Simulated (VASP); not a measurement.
# Mg3Zn5O8 (P1) in VASP: single point with PBEsol

Aim: the single point of Mg3Zn5O8 with PBEsol.

Everything below comes from runs of VASP 6.6.1. Logs are shortened: lines on timing, memory, paths and dates and some standing lists are left out, and cuts for length are marked.

## (1) The cell of the first run

The typed cell holds 128 atoms: a = 12.012 Å, b = 12.012 Å, c = 12.012 Å, α = 60.00°, β = 60.00°, γ = 60.00°.

## (2) Single point, PBEsol

INCAR

```
PREC = Accurate ; ENCUT = 700
EDIFF = 1E-6 ; ISMEAR = -1
SIGMA = 0.05 ; LREAL = Auto
LASPH = T ; NELM = 120
ALGO = Normal ; ISIF = 2
LWAVE = F ; LCHARG = T
GGA = PS ; LELF = T
LVHAR = T ; NBANDS = 526
GGA_COMPAT = F ; ISYM = -1
KPAR = 1
```

KPOINTS

```
explicit points
1
Reciprocal
  0.50000000   0.50000000   0.50000000 1
```

POSCAR

```
Mg3Zn5O8
1.0
    0.0000000000      8.4939833730      8.4939833730
    8.4939833730      0.0000000000      8.4939833730
    8.4939833730      8.4939833730      0.0000000000
O Zn Mg
64 40 24
Direct
    0.3746160000      0.1247780000      0.1250260000
    0.8728230000      0.1266260000      0.1257480000
    0.1228270000      0.3751180000      0.3771560000
    0.3767180000      0.6245610000      0.1235340000
    0.3749270000      0.1253990000      0.6271840000
    0.6260120000      0.3758320000      0.3744090000
[... 120 lines left out ...]
    0.7501390000      0.5001280000      0.0004500000
    0.5002190000      0.7503320000      0.2494990000
```

Potentials or basis: VASP PAW PBE potentials, release 64 (O, Zn, Mg).

Command:

```sh
$ cat potpaw_PBE.64/O/POTCAR potpaw_PBE.64/Zn/POTCAR potpaw_PBE.64/Mg/POTCAR > POTCAR
$ mpirun -np 4 vasp_std > vasp.out
```

OUTCAR:

```text
PREC = Accurate
   ENCUT = 700
   EDIFF = 1E-6
   ISMEAR = -1
   LREAL = Auto
   LASPH = T
   NELM = 120
   ISIF = 2
   GGA = PS
   ISYM = -1

 ion  position               nearest neighbor table
   1  0.375  0.125  0.125- 118 2.10 117 2.12  74 2.12  66 2.12  67 2.14  75 2.14
   2  0.873  0.127  0.126- 113 2.10 108 2.11  65 2.13  73 2.14  85 2.14  86 2.14
   3  0.123  0.375  0.377- 109 2.10 119 2.10  76 2.12  67 2.13  79 2.14  88 2.14
   4  0.377  0.625  0.124- 120 2.11 107 2.12  80 2.12  77 2.13  88 2.14  69 2.14
   5  0.375  0.125  0.627- 114 2.10 110 2.11  79 2.13  90 2.13  68 2.13  89 2.13
   6  0.626  0.376  0.374- 111 2.10 121 2.11 108 2.12  82 2.12  90 2.13  80 2.13
[... 145 lines left out ...]
                            80 3.00  90 3.00  96 3.00 127 3.00 125 3.01  85 3.01  73 3.01 113 3.01
 109  0.000  0.498  0.501-   3 2.10  14 2.11  22 2.11  44 2.12  27 2.12  37 2.12  83 2.98  99 2.99
                           119 3.00  76 3.00  79 3.00  92 3.00  88 3.01 100 3.01 102 3.01 122 3.02
 110  0.248  0.252  0.750-  22 2.11  39 2.11   5 2.11  10 2.11  25 2.11  40 2.12  79 2.99  83 2.99
                            99 2.99  74 2.99  85 3.00 100 3.00 123 3.01  90 3.01 101 3.01  89 3.03
 111  0.501  0.497  0.501-  40 2.10   6 2.10  26 2.11  11 2.11  41 2.11  23 2.11  90 2.96 101 2.98
                            82 2.98 100 2.99 123 3.00 102 3.00 121 3.00  84 3.01  80 3.01 124 3.02
 112  0.750  0.251  0.749-  26 2.11  44 2.11  43 2.11   8 2.12  28 2.12  13 2.12  82 2.99  92 2.99
                            84 2.99 102 3.00 101 3.00 119 3.00  99 3.01  91 3.01  78 3.01 113 3.01
 113  0.751  0.249  0.000-  28 2.10   2 2.10  19 2.11  13 2.11  62 2.11  50 2.12  65 2.97  99 3.00
                            96 3.00  94 3.01 107 3.01  86 3.01 108 3.01 112 3.01  92 3.01  85 3.02
 114  0.501  0.999  0.749-  16 2.10   5 2.10  55 2.10  63 2.11  31 2.11  25 2.12  68 2.98 104 2.99
                            97 3.00  91 3.00  66 3.00  89 3.01  90 3.01 101 3.01 120 3.01  72 3.01
 115  0.250  0.750  0.500-  57 2.10   9 2.10  58 2.10  11 2.11  29 2.11  23 2.11 122 2.99 100 2.99
                            69 2.99  71 2.99 123 3.00 124 3.00 103 3.00 117 3.00 126 3.01 128 3.01
 116  0.749  0.751  0.501-  12 2.10  61 2.11  14 2.11  31 2.11  60 2.11  27 2.12  86 2.99  72 2.99
                           104 3.00  97 3.00  68 3.00  92 3.00 124 3.01  70 3.01  98 3.02 122 3.02
 117  0.251  0.999  0.250-  49 2.11  38 2.12   1 2.12  58 2.12  33 2.13   9 2.13  93 2.99 128 3.00
                           126 3.00 115 3.00  75 3.01  74 3.01  66 3.01 125 3.01  69 3.01  67 3.01
 118  0.498  0.249  0.001-   1 2.10  43 2.11  34 2.11  59 2.11  50 2.12  13 2.12  66 2.98  74 2.98
                           101 2.99  95 3.00  67 3.00  75 3.01  96 3.01 107 3.01  94 3.02  84 3.02
 119  1.000  0.250  0.499-   3 2.10  44 2.11   8 2.11  52 2.11  33 2.12  56 2.12  67 2.98 125 2.99
                           106 2.99 109 3.00  76 3.00 102 3.00 112 3.00 126 3.00  82 3.01  78 3.01
 120  0.499  0.750  0.001-  63 2.11   4 2.11  16 2.11  38 2.11  47 2.12  54 2.12 128 2.99  81 2.99
                            80 2.99  77 3.00  93 3.00  66 3.00  69 3.00 127 3.01 114 3.01 104 3.01
 121  0.749  0.501  0.251-   7 2.10  41 2.10  36 2.11   6 2.11  56 2.12  54 2.13  70 2.97 102 2.97
                           128 2.99 111 3.00  76 3.00  80 3.01 127 3.01 108 3.01 125 3.01  81 3.01
 122  0.001  0.750  0.500-  37 2.11  48 2.11   9 2.11  57 2.11  61 2.11  14 2.12  69 2.98 115 2.99
                            73 2.99  83 2.99 103 2.99 100 3.00 106 3.00  72 3.00  97 3.01  98 3.01
 123  0.251  0.500  0.750-  45 2.10  40 2.11  11 2.11  10 2.11  59 2.12  57 2.13  71 2.97 115 3.00
                           111 3.00  95 3.00  84 3.00 101 3.00 105 3.00 110 3.01 103 3.01  74 3.01
 124  0.499  0.749  0.500-  46 2.11  60 2.11  12 2.11  11 2.12  58 2.12  41 2.12  84 2.99  75 3.00
                           115 3.00 128 3.00  71 3.00 102 3.00 126 3.01  70 3.01 116 3.01 104 3.01
 125  0.000  0.250  0.250-  17 2.10  49 2.10  56 2.11  20 2.11  33 2.12  36 2.12  85 2.98  67 2.99
                           119 2.99 105 3.00 106 3.01 108 3.01 117 3.01  74 3.01 121 3.01  76 3.02
 126  0.250  0.000  0.499-  52 2.10  18 2.11  46 2.11  29 2.11  58 2.12  33 2.12  75 3.00 117 3.00
                            89 3.00  79 3.00 119 3.00  67 3.01 115 3.01 124 3.01  78 3.01  68 3.01
 127  0.750  0.500  0.000-  32 2.10  47 2.10  19 2.11  62 2.11  36 2.12  54 2.12  72 2.99 105 2.99
                            80 3.00  81 3.00  85 3.00 108 3.00  83 3.00 121 3.01 120 3.01 107 3.01
 128  0.500  0.750  0.249-  38 2.10  24 2.10  41 2.10  23 2.11  54 2.12  58 2.12 120 2.99 121 2.99
                           117 3.00  75 3.00  81 3.00 124 3.00  70 3.00  69 3.00  80 3.01 115 3.01

IMPORTANT INFORMATION: All symmetrisations will be switched off!
NOSYMM: (Re-)initialisation of all symmetry stuff for point group C_1.

----------------------------------------------------------------------------------------

                                     Primitive cell

  volume of cell :    1225.6436

  direct lattice vectors                    reciprocal lattice vectors
     0.000000000  8.493983373  8.493983373    -0.058865196  0.058865196  0.058865196
     8.493983373  0.000000000  8.493983373     0.058865196 -0.058865196  0.058865196
     8.493983373  8.493983373  0.000000000     0.058865196  0.058865196 -0.058865196

  length of vectors
    12.012306485 12.012306485 12.012306485     0.101957511  0.101957511  0.101957511

  position of ions in fractional coordinates (direct lattice)
     0.374616000  0.124778000  0.125026000
     0.872823000  0.126626000  0.125748000
     0.122827000  0.375118000  0.377156000
     0.376718000  0.624561000  0.123534000
     0.374927000  0.125399000  0.627184000
     0.626012000  0.375832000  0.374409000
[... 120 lines left out ...]
     0.750139000  0.500128000  0.000450000
     0.500219000  0.750332000  0.249499000

  ion indices of the primitive-cell ions
   primitive index   ion index
                 1           1
                 2           2
                 3           3
                 4           4
                 5           5
                 6           6
[... 67 lines left out ...]
                74          74
                75          75
   k-points           NKPTS =      1   k-points in BZ     NKDIM =      1   number of bands    NBANDS=    528
   number of dos      NEDOS =    301   number of ions     NIONS =    128
   total plane-waves  NPLWV = ******
   dimension x,y,z NGX =   108 NGY =  108 NGZ =  108
   dimension x,y,z NGXF=   216 NGYF=  216 NGZF=  216
   ions per type =              64  40  24
   NGX,Y,Z   is equivalent  to a cutoff of  14.95, 14.95, 14.95 a.u.
   NGXF,Y,Z  is equivalent  to a cutoff of  29.89, 29.89, 29.89 a.u.
 SYSTEM =  unknown system
   PREC   = accura    normal or accurate (medium, high low for compatibility)
   ISTART =      0    job   : 0-new  1-cont  2-samecut
   ICHARG =      2    charge: 1-file 2-atom 10-const
   ISPIN  =      1    spin polarized calculation?
   LNONCOLLINEAR =      F non collinear calculations
   LSORBIT =      F    spin-orbit coupling
   LASPH  =      T    aspherical Exc in radial PAW
   ENCUT  =  700.0 eV  51.45 Ry    7.17 a.u.  25.91 25.91 25.91*2*pi/ulx,y,z
   NELM   =    120;   NELMIN=  2; NELMDL= -5     # of ELM steps
   EDIFF  = 0.1E-05   stopping-criterion for ELM
   LREAL  =      T    real-space projection
   EDIFFG = 0.1E-04   stopping-criterion for IOM
   NSW    =      0    number of steps for IOM
   IBRION =     -1    ionic relax: 0-MD 1-quasi-New 2-CG
   NFREE  =      0    steps in history (QN), initial steepest desc. (CG)
   ISIF   =      2    stress and relaxation
   ISYM   =     -1    0-nonsym 1-usesym 2-fastsym
   POTIM  = 0.5000    time-step for ionic-motion
   TEBEG  =    0.0;   TEEND  =   0.0 temperature during run
   PSTRESS=    0.0 pullay stress
   NELECT =     912.0000    total number of electrons
   NUPDOWN=      -1.0000    fix difference up-down
   EMIN   =  10.00;   EMAX   =-10.00  energy-range for DOS
   EFERMI =   0.00;   METHOD = LEGACY
   ISMEAR =    -1;   SIGMA  =   0.05  broadening in eV -4-tet -1-fermi 0-gaus
   EFERMI_NEDOS =   21; number of points for ismear=-14 and -15
   IALGO  =     38    algorithm
   IMIX   =      4    mixing-type and parameters
     AMIX     =   0.40;   BMIX     =  1.00
     AMIX_MAG =   1.60;   BMIX_MAG =  1.00
  volume/ion in A,a.u.               =       9.58        64.62
  Fermi-wavevector in a.u.,A,eV,Ry     =   1.483491  2.803392 29.942978  2.200747
  Thomas-Fermi vector in A             =   2.597146
   LORBIT       =      0    0 simple, 1 ext, 2 COOP (PROOUT), +10 PAW based schemes
   GGA     = PS    functional components
   LHFCALC =     F    Hartree Fock is set to
   AEXX    =    0.0000 exact exchange contribution
   IVDW    =     0    specifies the selected vdW correction
   LEPSILON=     F    determine dielectric tensor
   LRPA    =     F    only Hartree local field effects (RPA)
 non-spin polarized calculation
  energy-cutoff  :      700.00
  volume of cell :     1225.64
 maximum number of plane-waves:     51534
 NGX is ok and might be reduce to   108
   NGX = 51   NGY = 51   NGZ = 51

 number of electron     912.0000020 magnetization

 Free energy of the ion-electron system (eV)
  ---------------------------------------------------
  ext. energy  EPLUGINS =         0.00000000
  ---------------------------------------------------
  free energy    TOTEN  =      -680.69623502 eV

  energy without entropy =     -680.69623502  energy(sigma->0) =     -680.69623502

 E-fermi :   4.2934     XC(G=0): -12.1187

 val. band max:        2.9966638896   @ k =   0.5000   0.5000   0.5000
 cond. band min:       5.8586153576   @ k =   0.5000   0.5000   0.5000
 fundamental gap:      2.8619514680
 Fermi energy:         4.2933845584

 k-point     1 :       0.5000    0.5000    0.5000
  band No.  band energies     occupation
      1     -15.1706      2.00000
      2     -15.1141      2.00000
      3     -14.7908      2.00000
      4     -14.7540      2.00000
      5     -14.7391      2.00000
      6     -14.7194      2.00000
[... 460 lines left out ...]
    467       8.4535      0.00000
    468       8.4904      0.00000
 [bands above 468 left out]

------------------------ aborting loop because EDIFF is reached ----------------------------------------

  FORCE on cell =-STRESS in cart. coord.  units (eV):
  Direction    XX          YY          ZZ          XY          YZ          ZX
  --------------------------------------------------------------------------------------
  -------------------------------------------------------------------------------------
  Total        2.7925860      2.6672381      2.6168047     -2.2070247     -1.4518732     -1.2428093
  in kB        3.6505049      3.4866484      3.4207212     -2.8850514     -1.8979076     -1.6246165
  external PRESSURE =       3.5192915 kB  Pullay stress =       0.0000000 kB

 VOLUME and BASIS-vectors are now :
 -----------------------------------------------------------------------------
  energy-cutoff  :      700.00
  volume of cell :     1225.64
      direct lattice vectors                 reciprocal lattice vectors
     0.000000000  8.493983373  8.493983373    -0.058865196  0.058865196  0.058865196
     8.493983373  0.000000000  8.493983373     0.058865196 -0.058865196  0.058865196
     8.493983373  8.493983373  0.000000000     0.058865196  0.058865196 -0.058865196

 POSITION                                       TOTAL-FORCE (eV/Angst)
 -----------------------------------------------------------------------------------
      2.12183      4.24395      4.24184         0.002622      0.006114      0.003827
      2.14366      8.48185      8.48930         0.049435     -0.044655     -0.000534
      6.38980      4.24685      4.22954         0.049217      0.003611     -0.043856
      6.35431      4.24913      8.50485        -0.045354     -0.001697      0.047776
      6.39243      8.51191      4.24976         0.047835      0.048914      0.000137
      6.37253      8.49756      8.50965         0.001896     -0.001176      0.047288
[... 120 lines left out ...]
      4.25190      6.37549     10.61975         0.000487      0.002753     -0.002607
      8.49255      6.36809     10.62216         0.000343      0.001141     -0.000800
 -----------------------------------------------------------------------------------
    total drift:                                0.008063     -0.005359      0.027041

  FREE ENERGIE OF THE ION-ELECTRON SYSTEM (eV)
  ---------------------------------------------------
  free  energy   TOTEN  =      -680.6962350178 eV

  energy  without entropy=     -680.6962350178  energy(sigma->0) =     -680.69623502
```

It took 21 min on 4 MPI ranks of Intel Xeon Platinum 8488C (Sapphire Rapids), shared host; peak memory 1 GiB.

Results:

- Free energy: -680.6962 eV
- Pressure: 0.4 GPa
- Largest force: 0.078 eV/Å
- Band gap on the k mesh: 2.86 eV

Forces in eV/Å, atoms in the order of the input:
```
O    0.003  0.006  0.004
O    0.049 -0.045 -0.001
O    0.049  0.004 -0.044
O   -0.045 -0.002  0.048
O    0.048  0.049  0.000
O    0.002 -0.001  0.047
O   -0.048 -0.005 -0.048
O    0.002  0.002  0.043
O    0.040  0.045 -0.001
O    0.000 -0.004  0.052
O   -0.046 -0.041  0.001
O    0.002  0.047 -0.046
O    0.000  0.043 -0.043
O   -0.045 -0.043  0.041
O    0.003 -0.001  0.004
O   -0.002 -0.047 -0.045
O   -0.002 -0.048 -0.046
O   -0.002 -0.003 -0.047
O   -0.043 -0.001  0.045
O   -0.003 -0.001  0.050
O   -0.008 -0.003  0.004
O    0.001  0.000  0.007
O    0.039  0.046  0.048
O    0.000 -0.001 -0.049
O   -0.047 -0.047 -0.002
O    0.006 -0.002  0.006
O    0.046  0.047  0.001
O    0.046 -0.050 -0.004
O   -0.043 -0.046  0.041
O    0.000  0.047 -0.002
O    0.000  0.008  0.004
O    0.000  0.046 -0.046
O   -0.003  0.001 -0.047
O   -0.047  0.002  0.044
O    0.001  0.001  0.050
O    0.045 -0.003  0.001
O    0.047 -0.002 -0.047
O   -0.002  0.052 -0.001
O    0.000  0.002  0.049
O    0.050 -0.001 -0.001
O    0.001 -0.046 -0.047
O    0.000  0.000  0.005
O    0.046  0.001  0.047
O   -0.046  0.001 -0.001
O   -0.046 -0.001 -0.046
O   -0.049 -0.045  0.001
O    0.043  0.046 -0.045
O   -0.048  0.002  0.043
O    0.048  0.048 -0.005
O    0.001 -0.047  0.041
O   -0.001 -0.002  0.007
O   -0.044 -0.044 -0.001
O    0.004 -0.003 -0.001
O   -0.004  0.001 -0.004
O   -0.001  0.000 -0.052
O   -0.048 -0.001 -0.004
O   -0.003  0.001  0.047
O    0.002 -0.001 -0.047
O    0.000  0.000  0.008
O    0.000 -0.049  0.048
O   -0.001  0.046 -0.048
O    0.049 -0.002 -0.048
O    0.001  0.046  0.048
O    0.000 -0.001  0.000
Zn   0.003 -0.003  0.000
Zn   0.001  0.000 -0.003
Zn  -0.003  0.000 -0.011
Zn  -0.004  0.000 -0.006
Zn   0.005  0.004  0.003
Zn   0.000  0.002 -0.007
Zn  -0.005 -0.003  0.000
Zn  -0.002 -0.004 -0.002
Zn   0.008  0.003  0.005
Zn   0.003 -0.002 -0.001
Zn   0.002 -0.003 -0.006
Zn  -0.003  0.000 -0.007
Zn  -0.002  0.004  0.000
Zn  -0.002 -0.012  0.006
Zn   0.001 -0.005 -0.004
Zn  -0.001  0.007  0.003
Zn   0.000  0.002 -0.005
Zn  -0.001  0.000  0.009
Zn  -0.002  0.003  0.002
Zn  -0.004 -0.003 -0.006
Zn   0.007  0.000 -0.001
Zn   0.003  0.000  0.001
Zn   0.001  0.000 -0.002
Zn   0.000  0.000 -0.006
Zn   0.001 -0.002  0.006
Zn   0.002  0.002 -0.002
Zn   0.001 -0.003  0.009
Zn  -0.002  0.002 -0.002
Zn  -0.002  0.001  0.003
Zn   0.004 -0.005  0.005
Zn  -0.004  0.000 -0.003
Zn   0.000 -0.002  0.004
Zn   0.000  0.002 -0.002
Zn   0.003  0.004 -0.005
Zn  -0.003 -0.008  0.003
Zn   0.002  0.002 -0.004
Zn   0.001 -0.001  0.004
Zn  -0.003  0.001 -0.001
Zn  -0.004  0.001 -0.001
Zn  -0.004  0.000  0.006
Mg  -0.002  0.003 -0.001
Mg   0.002  0.000  0.005
Mg  -0.004  0.002 -0.002
Mg   0.000  0.001 -0.001
Mg  -0.002  0.002 -0.002
Mg  -0.001 -0.001  0.002
Mg  -0.001  0.002 -0.001
Mg   0.000  0.001  0.001
Mg   0.000  0.000  0.000
Mg   0.000 -0.002  0.001
Mg   0.004  0.000  0.003
Mg   0.001 -0.002  0.001
Mg   0.004  0.000  0.000
Mg   0.002  0.001  0.000
Mg  -0.003 -0.002 -0.002
Mg   0.003  0.000 -0.001
Mg   0.002  0.003  0.000
Mg   0.000  0.001  0.003
Mg   0.000  0.002  0.001
Mg  -0.001  0.000 -0.002
Mg   0.001  0.002 -0.001
Mg  -0.001 -0.002  0.000
Mg   0.000  0.003 -0.003
Mg   0.000  0.001 -0.001
```

Caveat: the PAW data sets were made with another functional, which shifts forces and pressure a little; a shifted mesh leaves out Γ, where band edges can lie.
